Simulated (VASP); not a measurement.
# Hg (Fd-3m) in VASP: notebook

The runs below take Hg through single point, with PBE.

All numbers are computed with VASP 6.6.1; they aren't measurements. Logs are shortened: lines on timing, memory, paths and dates and some standing lists are left out, and cuts for length are marked.

## (1) The cell of the first run

The structure is cubic, space group Fd-3m (No. 227). The conventional cell has a = 5.879 Å, b = 5.879 Å, c = 5.879 Å, α = 90.00°, β = 90.00°, γ = 90.00°. Within 3.4 Å of Hg (site symmetry -43m) lie 4 Hg at 2.55 Å.

## (2) Single point, PBE (25.40 Å³/atom)

The input, POSCAR:

```
Hg
1.0
    0.0000000000      2.9396288993      2.9396288993
    2.9396288993      0.0000000000      2.9396288993
    2.9396288993      2.9396288993      0.0000000000
Hg
2
Direct
   -0.1250000000     -0.1250000000     -0.1250000000
    0.1250000000      0.1250000000      0.1250000000
```

The input, INCAR.step1:

```
PREC     = Accurate       # precision mode
ENCUT    = 520            # plane-wave cutoff, eV
EDIFF    = 1E-6           # SCF threshold, eV
ISMEAR   = -1             # smearing method
SIGMA    = 0.05           # smearing width, eV
LREAL    = F              # projectors in reciprocal space
LASPH    = T              # aspherical terms in the spheres
NELM     = 100            # most SCF steps
ALGO     = Normal         # electronic algorithm
ISIF     = 2              # what is computed and relaxed
LWAVE    = F              # write WAVECAR
LCHARG   = T              # write CHGCAR
GGA      = PE             # functional
NBANDS   = 19             # bands
```

The input, KPOINTS.step1:

```
Automatic mesh
0
Gamma
  11 11 11
```

The input, INCAR.step2:

```
PREC     = Accurate       # precision mode
ENCUT    = 520            # plane-wave cutoff, eV
EDIFF    = 1E-6           # SCF threshold, eV
ISMEAR   = -5             # smearing method
SIGMA    = 0.05           # smearing width, eV
LREAL    = F              # projectors in reciprocal space
LASPH    = T              # aspherical terms in the spheres
NELM     = 100            # most SCF steps
ALGO     = Normal         # electronic algorithm
ISIF     = 2              # what is computed and relaxed
LWAVE    = F              # write WAVECAR
LCHARG   = F              # write CHGCAR
GGA      = PE             # functional
LORBIT   = 11             # projections on sites
NBANDS   = 19             # bands
NEDOS    = 1001           # points of the DOS
ICHARG   = 11             # starting density
```

The input, KPOINTS.step2:

```
Automatic mesh
0
Gamma
  17 17 17
```

Potentials or basis: VASP PAW PBE potentials, release 64 (Hg).

Started as:

```sh
$ cat potpaw_PBE.64/Hg/POTCAR > POTCAR
$ cp INCAR.step1 INCAR
$ cp KPOINTS.step1 KPOINTS
$ mpirun -np 1 vasp_std > vasp.out
$ cp INCAR.step2 INCAR
$ cp KPOINTS.step2 KPOINTS
$ mpirun -np 1 vasp_std > vasp.out
```

OUTCAR:

```text
PREC = Accurate
   ENCUT = 520
   EDIFF = 1E-6
   ISMEAR = -5
   LREAL = F
   LASPH = T
   NELM = 100
   ISIF = 2
   GGA = PE
   LORBIT = 11
   ICHARG = 11

 ion  position               nearest neighbor table
   1  0.875  0.875  0.875-   2 2.55   2 2.55   2 2.55   2 2.55
   2  0.125  0.125  0.125-   1 2.55   1 2.55   1 2.55   1 2.55

  LATTYP: Found a face centered cubic cell.
 ALAT       =     5.8792577986

  Lattice vectors:

 A1 = (   0.0000000000,   2.9396288993,   2.9396288993)
 A2 = (   2.9396288993,   0.0000000000,   2.9396288993)
 A3 = (   2.9396288993,   2.9396288993,   0.0000000000)

Analysis of symmetry for initial positions (statically):
=====================================================================
 Subroutine PRICEL returns:
 Original cell was already a primitive cell.

 Routine SETGRP: Setting up the symmetry group for a
 face centered cubic supercell.

 Subroutine GETGRP returns: Found 48 space group operations
 (whereof 12 operations were pure point group operations)
 out of a pool of 48 trial point group operations.

The static configuration has the point symmetry D_3d.
 The point group associated with its full space group is O_h .

Analysis of symmetry for dynamics (positions and initial velocities):
=====================================================================
 Subroutine PRICEL returns:
 Original cell was already a primitive cell.

 Routine SETGRP: Setting up the symmetry group for a
 face centered cubic supercell.

 Subroutine GETGRP returns: Found 48 space group operations
 (whereof 12 operations were pure point group operations)
 out of a pool of 48 trial point group operations.

The dynamic configuration has the point symmetry D_3d.
 The point group associated with its full space group is O_h .

 Subroutine INISYM returns: Found 48 space group operations
 (whereof 12 operations are pure point group operations),
 and found     1 'primitive' translations

----------------------------------------------------------------------------------------

                                     Primitive cell

  volume of cell :      50.8051

  direct lattice vectors                    reciprocal lattice vectors
     0.000000000  2.939628899  2.939628899    -0.170089497  0.170089497  0.170089497
     2.939628899  0.000000000  2.939628899     0.170089497 -0.170089497  0.170089497
[... 88 lines left out ...]
   LREAL  =      F    real-space projection
   EDIFFG = 0.1E-04   stopping-criterion for IOM
   NSW    =      0    number of steps for IOM
   IBRION =     -1    ionic relax: 0-MD 1-quasi-New 2-CG
   NFREE  =      0    steps in history (QN), initial steepest desc. (CG)
   ISIF   =      2    stress and relaxation
   ISYM   =      2    0-nonsym 1-usesym 2-fastsym
   POTIM  = 0.5000    time-step for ionic-motion
   TEBEG  =    0.0;   TEEND  =   0.0 temperature during run
   PSTRESS=    0.0 pullay stress
   NELECT =      24.0000    total number of electrons
   NUPDOWN=      -1.0000    fix difference up-down
   EMIN   =  10.00;   EMAX   =-10.00  energy-range for DOS
   EFERMI =   0.00;   METHOD = LEGACY
   ISMEAR =    -5;   SIGMA  =   0.05  broadening in eV -4-tet -1-fermi 0-gaus
   EFERMI_NEDOS =   21; number of points for ismear=-14 and -15
   IALGO  =     38    algorithm
   IMIX   =      4    mixing-type and parameters
     AMIX     =   0.40;   BMIX     =  1.00
     AMIX_MAG =   1.60;   BMIX_MAG =  1.00
  volume/ion in A,a.u.               =      25.40       171.42
  Fermi-wavevector in a.u.,A,eV,Ry     =   1.274998  2.409396 22.117891  1.625619
  Thomas-Fermi vector in A             =   2.407735
   LORBIT       =     11    0 simple, 1 ext, 2 COOP (PROOUT), +10 PAW based schemes
   GGA     = PE    functional components
   LHFCALC =     F    Hartree Fock is set to
   AEXX    =    0.0000 exact exchange contribution
   IVDW    =     0    specifies the selected vdW correction
   LEPSILON=     F    determine dielectric tensor
   LRPA    =     F    only Hartree local field effects (RPA)
 non-spin polarized calculation
 Fermi weights with tetrahedron method with Bloechl corrections
  energy-cutoff  :      520.00
  volume of cell :       50.81
 maximum number of plane-waves:      1384

 number of electron      23.9999999 magnetization

 Free energy of the ion-electron system (eV)
  ---------------------------------------------------
  ext. energy  EPLUGINS =         0.00000000
  ---------------------------------------------------
  free energy    TOTEN  =         1.42340383 eV

  energy without entropy =        1.42340383  energy(sigma->0) =        1.42340383

 E-fermi :   2.7261     XC(G=0): -10.1538

 val. band max:        2.7437036267   @ k =   0.3529   0.2353   0.0000
 cond. band min:       2.6890686239   @ k =  -0.4706   0.3529   0.0000
 fundamental gap:     -0.0546350028
 Fermi energy:         2.7261175799

 k-point     1 :       0.0000    0.0000    0.0000
  band No.  band energies     occupation
      1      -6.9840      2.00000
      2      -6.2967      2.00000
      3      -6.2967      2.00000
      4      -6.2967      2.00000
      5      -6.2512      2.00000
      6      -6.2512      2.00000
[... 505 lines left out ...]
      6      -5.9754      2.00000
[... 11 lines left out ...]
     18      12.1948      0.00000
     19      13.2907      0.00000

 [... further k-points ...]

------------------------ aborting loop because EDIFF is reached ----------------------------------------

  FORCE on cell =-STRESS in cart. coord.  units (eV):
  Direction    XX          YY          ZZ          XY          YZ          ZX
  --------------------------------------------------------------------------------------
  -------------------------------------------------------------------------------------
  Total        8.8272332      8.8272332      8.8272332      0.0000000     -0.0000000      0.0000000
  in kB      278.3733540    278.3733540    278.3733540      0.0000000     -0.0000000      0.0000000
  external PRESSURE =     278.3733540 kB  Pullay stress =       0.0000000 kB

 VOLUME and BASIS-vectors are now :
 -----------------------------------------------------------------------------
  energy-cutoff  :      520.00
  volume of cell :       50.81
      direct lattice vectors                 reciprocal lattice vectors
     0.000000000  2.939628899  2.939628899    -0.170089497  0.170089497  0.170089497
     2.939628899  0.000000000  2.939628899     0.170089497 -0.170089497  0.170089497
     2.939628899  2.939628899  0.000000000     0.170089497  0.170089497 -0.170089497

 POSITION                                       TOTAL-FORCE (eV/Angst)
 -----------------------------------------------------------------------------------
      5.14435      5.14435      5.14435         0.000000     -0.000000      0.000000
      0.73491      0.73491      0.73491        -0.000000      0.000000     -0.000000
 -----------------------------------------------------------------------------------
    total drift:                                0.000000      0.000000     -0.000000

  FREE ENERGIE OF THE ION-ELECTRON SYSTEM (eV)
  ---------------------------------------------------
  free  energy   TOTEN  =         1.4234038256 eV

  energy  without entropy=        1.4234038256  energy(sigma->0) =        1.42340383

 total charge

# of ion       s       p       d       tot
------------------------------------------
    1        0.938   0.453   9.366  10.757
    2        0.938   0.453   9.366  10.757
--------------------------------------------------
tot          1.877   0.906  18.732  21.515
```

OUTCAR.step1:

```text
PREC = Accurate
   ENCUT = 520
   EDIFF = 1E-6
   ISMEAR = -1
   LREAL = F
[... 751 lines left out ...]
      5.14435      5.14435      5.14435         0.000000      0.000000      0.000000
      0.73491      0.73491      0.73491        -0.000000     -0.000000     -0.000000
 -----------------------------------------------------------------------------------
    total drift:                                0.000000      0.000000     -0.000000

  FREE ENERGIE OF THE ION-ELECTRON SYSTEM (eV)
  ---------------------------------------------------
  free  energy   TOTEN  =         1.4166423903 eV

  energy  without entropy=        1.4202771139  energy(sigma->0) =        1.41845975
```

It took 54 s on 1 thread of AMD EPYC 9R45 (Zen 5), shared host; peak memory 0.23 GiB.

What came out:

* Valence electrons inside the program's atomic spheres: Hg 10.76

Caveat: spin-orbit coupling is left out, which moves the levels of the heavy elements; tetrahedron occupations give inexact forces and stress in metals.

## (3) Single point, PBE (25.40 Å³/atom)

The input, POSCAR:

```
Hg
1.0
    0.0000000000      2.9396290401      2.9396290401
    2.9396290401      0.0000000000      2.9396290401
    2.9396290401      2.9396290401      0.0000000000
Hg
2
Direct
   -0.1250000000     -0.1250000000     -0.1250000000
    0.1250000000      0.1250000000      0.1250000000
```

The input, INCAR.step1:

```
SYSTEM = Hg
PREC = Accurate ; ENCUT = 520
EDIFF = 1E-6 ; ISMEAR = -1
SIGMA = 0.05 ; LREAL = .FALSE.
LASPH = .TRUE. ; NELM = 100
ALGO = Normal ; ISIF = 2
LWAVE = .FALSE. ; LCHARG = .TRUE.
GGA = PE ; NBANDS = 19
```

The input, KPOINTS.step1:

```
regular mesh
0
G
  11 11 11
  0 0 0
```

The input, INCAR.step2:

```
SYSTEM = Hg
PREC = Accurate ; ENCUT = 520
EDIFF = 1E-6 ; ISMEAR = -5
SIGMA = 0.05 ; LREAL = .FALSE.
LASPH = .TRUE. ; NELM = 100
ALGO = Normal ; ISIF = 2
LWAVE = .FALSE. ; LCHARG = .FALSE.
GGA = PE ; LORBIT = 10
NEDOS = 1001 ; ICHARG = 11
```

The input, KPOINTS.step2:

```
regular mesh
0
G
  17 17 17
  0 0 0
```

Potentials or basis: VASP PAW PBE potentials, release 64 (Hg).

Started as:

```sh
$ cat potpaw_PBE.64/Hg/POTCAR > POTCAR
$ cp INCAR.step1 INCAR
$ cp KPOINTS.step1 KPOINTS
$ mpirun -np 1 vasp_std > vasp.out
$ cp INCAR.step2 INCAR
$ cp KPOINTS.step2 KPOINTS
$ mpirun -np 1 vasp_std > vasp.out
```

It took 30 s on 1 thread of Intel Xeon 6975P-C (Granite Rapids), shared host; peak memory 0.25 GiB.

Results (log left out):

```yaml
Valence_electrons_inside_the_program's_atomic_spheres: Hg 10.76
```

Levels at points of the mesh, in eV from the Fermi level:
| k point | band 8 | band 9 | band 10 | band 11 | band 12 | band 13 | band 14 | band 15 | band 16 |
| --- | --- | --- | --- | --- | --- | --- | --- | --- | --- |
| (0.00, 0.00, 0.00) | -7.03 | -7.03 | -6.17 | -6.17 | 6.33 | 7.05 | 7.05 | 7.05 | 7.85 |

Caveat: spin-orbit coupling is left out, which moves the levels of the heavy elements; tetrahedron occupations give inexact forces and stress in metals.
